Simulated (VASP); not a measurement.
# B5Pt (F-43m) in VASP: further runs

B5Pt is run at these levels: PBE; tasks: single point, relaxation of cell and atoms.

All numbers are computed with VASP 6.6.1; they aren't measurements. Logs are shortened: lines on timing, memory, paths and dates and some standing lists are left out, and cuts for length are marked.

### Step 1. The cell of the first run

Symmetry: F-43m, No. 216, cubic system. Conventional cell: a = 5.839 Å, b = 5.839 Å, c = 5.839 Å, α = 90.00°, β = 90.00°, γ = 90.00°. B (site symmetry 3m) has 9 B at 1.82 to 2.40 Å and 3 Pt at 2.45 Å within 2.5 Å. B (site symmetry -43m) has 12 B at 2.40 Å and 4 Pt at 2.53 Å within 3.2 Å. Pt (site symmetry -43m) has 16 B at 2.45 to 2.53 Å within 3.2 Å.

The cell was built from a structure type or drawn by symmetry, and may not be a known phase.

### Step 2. Single point, PBE

Contents of INCAR:

```
SYSTEM = B5Pt
PREC     = Accurate       ! precision mode
ENCUT    = 520            ! plane-wave cutoff, eV
EDIFF    = 1E-6           ! SCF threshold, eV
ISMEAR   = 0              ! smearing method
SIGMA    = 0.1            ! smearing width, eV
LREAL    = .FALSE.        ! projectors in reciprocal space
LASPH    = .TRUE.         ! aspherical terms in the spheres
NELM     = 100            ! most SCF steps
ALGO     = Normal         ! electronic algorithm
ISIF     = 2              ! what is computed and relaxed
LWAVE    = .FALSE.        ! write WAVECAR
LCHARG   = .TRUE.         ! write CHGCAR
GGA      = PE             ! functional
LELF     = .TRUE.         ! ELF
LVHAR    = .TRUE.       
NBANDS   = 22             ! bands
```

Contents of KPOINTS:

```
Automatic mesh
0
G
  6 6 6
  0 0 0
```

Contents of POSCAR:

```
B5Pt
1.0
    0.0000000000      2.9195321336      2.9195321336
    2.9195321336      0.0000000000      2.9195321336
    2.9195321336      2.9195321336      0.0000000000
B Pt
5 1
Direct
    0.3895554928      0.8313335217      0.3895554928
    0.3895554928      0.3895554928      0.3895554928
    0.7500000000      0.7500000000      0.7500000000
    0.8313335217      0.3895554928      0.3895554928
    0.3895554928      0.3895554928      0.8313335217
    0.0000000000      0.0000000000      0.0000000000
```

Potentials or basis: VASP PAW PBE potentials, release 64 (B, Pt).

The run is started by

```
> cat potpaw_PBE.64/B/POTCAR potpaw_PBE.64/Pt/POTCAR > POTCAR
> mpirun -np 1 vasp_std > vasp.out
```

OUTCAR:

```text
SYSTEM = B5Pt
   PREC = Accurate
   ENCUT = 520
   EDIFF = 1E-6
   ISMEAR = 0
   LREAL = .FALSE.
   LASPH = .TRUE.
   NELM = 100
   ISIF = 2
   GGA = PE

 ion  position               nearest neighbor table
   1  0.390  0.831  0.390-   2 1.82   4 1.82   5 1.82   6 2.45   6 2.45   6 2.45
   2  0.390  0.390  0.390-   1 1.82   4 1.82   5 1.82   6 2.45   6 2.45   6 2.45
   3  0.750  0.750  0.750-   6 2.53   6 2.53   6 2.53   6 2.53
   4  0.831  0.390  0.390-   1 1.82   2 1.82   5 1.82   6 2.45   6 2.45   6 2.45
   5  0.390  0.390  0.831-   1 1.82   2 1.82   4 1.82   6 2.45   6 2.45   6 2.45
   6  0.000  0.000  0.000-   1 2.45   4 2.45   4 2.45   5 2.45   1 2.45   5 2.45   2 2.45   2 2.45
                             2 2.45   1 2.45   4 2.45   5 2.45   3 2.53   3 2.53   3 2.53   3 2.53

  LATTYP: Found a face centered cubic cell.
 ALAT       =     5.8390642672

  Lattice vectors:

 A1 = (   0.0000000000,   2.9195321336,   2.9195321336)
 A2 = (   2.9195321336,   0.0000000000,   2.9195321336)
 A3 = (   2.9195321336,   2.9195321336,   0.0000000000)

Analysis of symmetry for initial positions (statically):
=====================================================================
 Subroutine PRICEL returns:
 Original cell was already a primitive cell.

 Routine SETGRP: Setting up the symmetry group for a
 face centered cubic supercell.

 Subroutine GETGRP returns: Found 24 space group operations
 (whereof 24 operations were pure point group operations)
 out of a pool of 48 trial point group operations.

The static configuration has the point symmetry T_d .

Analysis of symmetry for dynamics (positions and initial velocities):
=====================================================================
 Subroutine PRICEL returns:
 Original cell was already a primitive cell.

 Routine SETGRP: Setting up the symmetry group for a
 face centered cubic supercell.

 Subroutine GETGRP returns: Found 24 space group operations
 (whereof 24 operations were pure point group operations)
 out of a pool of 48 trial point group operations.

The dynamic configuration has the point symmetry T_d .

 Subroutine INISYM returns: Found 24 space group operations
 (whereof 24 operations are pure point group operations),
 and found     1 'primitive' translations

----------------------------------------------------------------------------------------

                                     Primitive cell

  volume of cell :      49.7702

  direct lattice vectors                    reciprocal lattice vectors
     0.000000000  2.919532134  2.919532134    -0.171260317  0.171260317  0.171260317
     2.919532134  0.000000000  2.919532134     0.171260317 -0.171260317  0.171260317
     2.919532134  2.919532134  0.000000000     0.171260317  0.171260317 -0.171260317

  length of vectors
     4.128841939  4.128841939  4.128841939     0.296631571  0.296631571  0.296631571

  position of ions in fractional coordinates (direct lattice)
     0.389555493  0.831333522  0.389555493
     0.389555493  0.389555493  0.389555493
     0.750000000  0.750000000  0.750000000
     0.831333522  0.389555493  0.389555493
     0.389555493  0.389555493  0.831333522
     0.000000000  0.000000000  0.000000000

  ion indices of the primitive-cell ions
   primitive index   ion index
                 1           1
                 2           2
                 3           3
                 4           4
                 5           5
                 6           6

----------------------------------------------------------------------------------------

 KPOINTS: Automatic mesh

Automatic generation of k-mesh.
 Grid dimensions read from file:
 generate k-points for:    6    6    6

 Generating k-lattice:

  Cartesian coordinates                     Fractional coordinates (reciprocal lattice)
    -0.028543386  0.028543386  0.028543386     0.166666667  0.000000000  0.000000000
     0.028543386 -0.028543386  0.028543386     0.000000000  0.166666667  0.000000000
     0.028543386  0.028543386 -0.028543386     0.000000000  0.000000000  0.166666667

  Length of vectors
     0.049438595  0.049438595  0.049438595

  Shift w.r.t. Gamma in fractional coordinates (k-lattice)
     0.000000000  0.000000000  0.000000000

 Subroutine IBZKPT returns following result:
 ===========================================

 Found     16 irreducible k-points:

 Following reciprocal coordinates:
            Coordinates               Weight
  0.000000  0.000000  0.000000      1.000000
  0.166667  0.000000  0.000000      8.000000
  0.333333  0.000000  0.000000      8.000000
  0.500000  0.000000  0.000000      4.000000
  0.166667  0.166667  0.000000      6.000000
  0.333333  0.166667  0.000000     24.000000
[... 8 lines left out ...]
 -0.333333  0.333333  0.166667     24.000000
 -0.333333  0.500000  0.166667     12.000000
   k-points           NKPTS =     16   k-points in BZ     NKDIM =     16   number of bands    NBANDS=     22
   number of dos      NEDOS =    301   number of ions     NIONS =      6
   total plane-waves  NPLWV =  32768
   dimension x,y,z NGX =    32 NGY =   32 NGZ =   32
   dimension x,y,z NGXF=    64 NGYF=   64 NGZF=   64
   ions per type =               5   1
   NGX,Y,Z   is equivalent  to a cutoff of  12.88, 12.88, 12.88 a.u.
   NGXF,Y,Z  is equivalent  to a cutoff of  25.77, 25.77, 25.77 a.u.
 SYSTEM =  B5Pt
   PREC   = accura    normal or accurate (medium, high low for compatibility)
   ISTART =      0    job   : 0-new  1-cont  2-samecut
   ICHARG =      2    charge: 1-file 2-atom 10-const
   ISPIN  =      1    spin polarized calculation?
   LNONCOLLINEAR =      F non collinear calculations
   LSORBIT =      F    spin-orbit coupling
   LASPH  =      T    aspherical Exc in radial PAW
   ENCUT  =  520.0 eV  38.22 Ry    6.18 a.u.   7.68  7.68  7.68*2*pi/ulx,y,z
   NELM   =    100;   NELMIN=  2; NELMDL= -5     # of ELM steps
   EDIFF  = 0.1E-05   stopping-criterion for ELM
   LREAL  =      F    real-space projection
   EDIFFG = 0.1E-04   stopping-criterion for IOM
   NSW    =      0    number of steps for IOM
   IBRION =     -1    ionic relax: 0-MD 1-quasi-New 2-CG
   NFREE  =      0    steps in history (QN), initial steepest desc. (CG)
   ISIF   =      2    stress and relaxation
   ISYM   =      2    0-nonsym 1-usesym 2-fastsym
   POTIM  = 0.5000    time-step for ionic-motion
   TEBEG  =    0.0;   TEEND  =   0.0 temperature during run
   PSTRESS=    0.0 pullay stress
   NELECT =      25.0000    total number of electrons
   NUPDOWN=      -1.0000    fix difference up-down
   EMIN   =  10.00;   EMAX   =-10.00  energy-range for DOS
   EFERMI =   0.00;   METHOD = LEGACY
   ISMEAR =     0;   SIGMA  =   0.10  broadening in eV -4-tet -1-fermi 0-gaus
   EFERMI_NEDOS =   21; number of points for ismear=-14 and -15
   IALGO  =     38    algorithm
   IMIX   =      4    mixing-type and parameters
     AMIX     =   0.40;   BMIX     =  1.00
     AMIX_MAG =   1.60;   BMIX_MAG =  1.00
  volume/ion in A,a.u.               =       8.30        55.98
  Fermi-wavevector in a.u.,A,eV,Ry     =   1.301362  2.459218 23.042065  1.693544
  Thomas-Fermi vector in A             =   2.432501
   LORBIT       =      0    0 simple, 1 ext, 2 COOP (PROOUT), +10 PAW based schemes
   GGA     = PE    functional components
   LHFCALC =     F    Hartree Fock is set to
   AEXX    =    0.0000 exact exchange contribution
   IVDW    =     0    specifies the selected vdW correction
   LEPSILON=     F    determine dielectric tensor
   LRPA    =     F    only Hartree local field effects (RPA)
 non-spin polarized calculation
 Gauss-broadening in eV      SIGMA  =   0.10
  energy-cutoff  :      520.00
  volume of cell :       49.77
 maximum number of plane-waves:      1363
   NGX = 15   NGY = 15   NGZ = 15

 number of electron      25.0000000 magnetization

 Free energy of the ion-electron system (eV)
  ---------------------------------------------------
  ext. energy  EPLUGINS =         0.00000000
  ---------------------------------------------------
  free energy    TOTEN  =       -30.81512463 eV

  energy without entropy =      -30.79576606  energy(sigma->0) =      -30.80544534

 E-fermi :  10.2275     XC(G=0): -12.6700

 val. band max:       10.2148428706   @ k =  -0.3333   0.3333   0.1667
 cond. band min:      10.2934261343   @ k =   0.3333   0.3333   0.0000
 fundamental gap:      0.0785832637
 Fermi energy:        10.2274707046

 k-point     1 :       0.0000    0.0000    0.0000
  band No.  band energies     occupation
      1      -6.4994      2.00000
      2       1.1530      2.00000
      3       1.9729      2.00000
      4       1.9729      2.00000
      5       1.9729      2.00000
      6       3.0886      2.00000
[... 14 lines left out ...]
     21      19.1858      0.00000
     22      19.1858      0.00000

 k-point     2 :       0.1667    0.0000    0.0000
  band No.  band energies     occupation
      1      -6.1965      2.00000
      2       0.2589      2.00000
      3       1.5679      2.00000
      4       1.8714      2.00000
      5       1.8714      2.00000
      6       3.0120      2.00000
[... 14 lines left out ...]
     21      18.1533      0.00000
     22      18.1533      0.00000

 k-point     3 :       0.3333    0.0000    0.0000
  band No.  band energies     occupation
      1      -5.3481      2.00000
      2      -1.6362      2.00000
      3       1.4929      2.00000
      4       1.4929      2.00000
      5       1.5582      2.00000
      6       3.5747      2.00000
[... 14 lines left out ...]
     21      16.6686      0.00000
     22      16.6686      0.00000

 k-point     4 :       0.5000    0.0000    0.0000
  band No.  band energies     occupation
      1      -4.5166      2.00000
      2      -2.8617      2.00000
      3       1.3080      2.00000
      4       1.3080      2.00000
      5       1.6594      2.00000
      6       4.3457      2.00000
[... 14 lines left out ...]
     21      16.8842      0.00000
     22      16.8842      0.00000

 k-point     5 :       0.1667    0.1667    0.0000
  band No.  band energies     occupation
      1      -6.1013      2.00000
      2       0.2609      2.00000
      3       1.2241      2.00000
      4       1.8169      2.00000
      5       1.8169      2.00000
      6       2.9486      2.00000
[... 14 lines left out ...]
     21      17.6246      0.00000
     22      18.6119      0.00000

 k-point     6 :       0.3333    0.1667    0.0000
  band No.  band energies     occupation
      1      -5.4523      2.00000
      2      -0.9761      2.00000
      3       0.4716      2.00000
      4       1.5927      2.00000
      5       2.1145      2.00000
      6       3.2567      2.00000
[... 14 lines left out ...]
     21      16.2353      0.00000
     22      18.2829      0.00000

 k-point     7 :       0.5000    0.1667    0.0000
  band No.  band energies     occupation
      1      -4.5323      2.00000
      2      -2.3745      2.00000
      3       0.0801      2.00000
      4       1.3602      2.00000
      5       2.3343      2.00000
      6       3.8731      2.00000
[... 124 lines left out ...]
      6       4.2095      2.00000
[... 14 lines left out ...]
     21      16.4460      0.00000
     22      17.0131      0.00000

 k-point    13 :       0.5000    0.5000    0.0000
  band No.  band energies     occupation
      1      -4.3250      2.00000
      2      -1.7591      2.00000
      3       0.1648      2.00000
      4       1.5799      2.00000
      5       1.5799      2.00000
      6       1.9276      2.00000
[... 14 lines left out ...]
     21      17.8150      0.00000
     22      17.8198      0.00000

 k-point    14 :       0.5000    0.3333    0.1667
  band No.  band energies     occupation
      1      -4.7626      2.00000
      2      -1.4844      2.00000
      3      -0.4175      2.00000
      4       0.9876      2.00000
      5       2.7495      2.00000
      6       3.5412      2.00000
[... 14 lines left out ...]
     21      16.9359      0.00000
     22      17.6172      0.00000

 k-point    15 :      -0.3333    0.3333    0.1667
  band No.  band energies     occupation
      1      -4.2301      2.00000
      2      -1.9238      2.00000
      3      -0.7590      2.00000
      4       0.5787      2.00000
      5       2.8112      2.00000
      6       3.8905      2.00000
[... 14 lines left out ...]
     21      16.6277      0.00000
     22      17.1027      0.00000

 k-point    16 :      -0.3333    0.5000    0.1667
  band No.  band energies     occupation
      1      -4.1674      2.00000
      2      -1.4864      2.00000
      3      -0.6876      2.00000
      4      -0.0767      2.00000
      5       2.7873      2.00000
      6       3.4799      2.00000
[... 14 lines left out ...]
     21      17.2999      0.00000
     22      17.5071      0.00000

------------------------ aborting loop because EDIFF is reached ----------------------------------------

  FORCE on cell =-STRESS in cart. coord.  units (eV):
  Direction    XX          YY          ZZ          XY          YZ          ZX
  --------------------------------------------------------------------------------------
  -------------------------------------------------------------------------------------
  Total        0.0184208      0.0184208      0.0184208      0.0000000     -0.0000000      0.0000000
  in kB        0.5929922      0.5929922      0.5929922      0.0000000     -0.0000000      0.0000000
  external PRESSURE =       0.5929922 kB  Pullay stress =       0.0000000 kB

 VOLUME and BASIS-vectors are now :
 -----------------------------------------------------------------------------
  energy-cutoff  :      520.00
  volume of cell :       49.77
      direct lattice vectors                 reciprocal lattice vectors
     0.000000000  2.919532134  2.919532134    -0.171260317  0.171260317  0.171260317
     2.919532134  0.000000000  2.919532134     0.171260317 -0.171260317  0.171260317
     2.919532134  2.919532134  0.000000000     0.171260317  0.171260317 -0.171260317

 POSITION                                       TOTAL-FORCE (eV/Angst)
 -----------------------------------------------------------------------------------
      3.56442      2.27464      3.56442        -0.007902      0.007902     -0.007902
      2.27464      2.27464      2.27464         0.007902      0.007902      0.007902
      4.37930      4.37930      4.37930         0.000000     -0.000000     -0.000000
      2.27464      3.56442      3.56442         0.007902     -0.007902     -0.007902
      3.56442      3.56442      2.27464        -0.007902     -0.007902      0.007902
      0.00000      0.00000      0.00000        -0.000000     -0.000000     -0.000000
 -----------------------------------------------------------------------------------
    total drift:                                0.000000      0.000000      0.000000

  FREE ENERGIE OF THE ION-ELECTRON SYSTEM (eV)
  ---------------------------------------------------
  free  energy   TOTEN  =       -30.8151246293 eV

  energy  without entropy=      -30.7957660593  energy(sigma->0) =      -30.80544534
```

Run time: 23 s. Hardware: 1 thread of Intel Xeon 8259CL, shared host; peak memory 0.18 GiB.

Results:

```yaml
Free_energy: -30.8151 eV
Pressure: 0.1 GPa
Largest_force: 0.014 eV/Å
Band_gap_on_the_k_mesh: zero (an odd number of electrons rules out a gap without spin polarisation)
```

Forces in eV/Å, atoms in the order of the input:
```
B   -0.008  0.008 -0.008
B    0.008  0.008  0.008
B    0.000  0.000  0.000
B    0.008 -0.008 -0.008
B   -0.008 -0.008  0.008
Pt   0.000  0.000  0.000
```

Caveat: spin-orbit coupling is left out, which moves the levels of the heavy elements.

### Step 3. Single point, PBE

This run uses another cell than the first one, of 8.67 Å³/atom.

Contents of INCAR:

```
ALGO = Normal ; EDIFF = 1E-6
ENCUT = 520 ; GGA = PE
ISIF = 2 ; ISMEAR = 0
LASPH = T ; LCHARG = T
LELF = T ; LREAL = F
LVHAR = T ; LWAVE = F
NBANDS = 22 ; NELM = 60
PREC = Accurate ; SIGMA = 0.1
```

Contents of KPOINTS:

```
k-points
0
Gamma
  6 6 6
```

Contents of POSCAR:

```
B5Pt
1.0
    0.0000000000      2.9624892500      2.9624892500
    2.9624892500      0.0000000000      2.9624892500
    2.9624892500      2.9624892500      0.0000000000
B Pt
5 1
Direct
    0.3752183100      0.8743450600      0.3752183100
    0.3752183100      0.3752183100      0.3752183100
    0.7500000000      0.7500000000      0.7500000000
    0.8743450600      0.3752183100      0.3752183100
    0.3752183100      0.3752183100      0.8743450600
    0.0000000000      0.0000000000      0.0000000000
```

Potentials or basis: VASP PAW PBE potentials, release 64 (B, Pt).

The run is started by

```
> cat potpaw_PBE.64/B/POTCAR potpaw_PBE.64/Pt/POTCAR > POTCAR
> mpirun -np 1 vasp_std > vasp.out
```

It took 25 s on 1 thread of Intel Xeon 8259CL, shared host; peak memory 0.18 GiB.

It converged, with:

* Free energy: -30.2669 eV
* Pressure: -10.2 GPa
* Largest force: 1.012 eV/Å
* Band gap on the k mesh: zero (an odd number of electrons rules out a gap without spin polarisation)

Forces on the atoms (eV/Å):
```
B   -0.584  0.584 -0.584
B    0.584  0.584  0.584
B    0.000  0.000  0.000
B    0.584 -0.584 -0.584
B   -0.584 -0.584  0.584
Pt   0.000  0.000  0.000
```

Levels at points of the mesh, in eV from the Fermi level:
| k point | band 9 | band 10 | band 11 | band 12 | band 13 | band 14 | band 15 | band 16 | band 17 | band 18 |
| --- | --- | --- | --- | --- | --- | --- | --- | --- | --- | --- |
| (0.00, 0.00, 0.00) | -4.22 | -4.22 | -3.91 | 0.03 | 0.03 | 0.03 | 0.62 | 0.62 | 0.62 | 1.78 |
| (0.50, 0.00, 0.00) | -5.06 | -5.06 | -0.88 | -0.80 | -0.80 | 0.56 | 2.07 | 2.07 | 2.96 | 2.96 |
| (0.50, 0.50, 0.00) | -5.45 | -4.18 | -2.36 | 0.67 | 0.87 | 1.63 | 1.63 | 3.21 | 3.31 | 3.31 |

Caveat: the cell stands under tension; spin-orbit coupling is left out, which moves the levels of the heavy elements; forces of over 1 eV/Å act on the atoms, so gaps and moduli don't describe the material at rest.

[end of part 1 of 2]
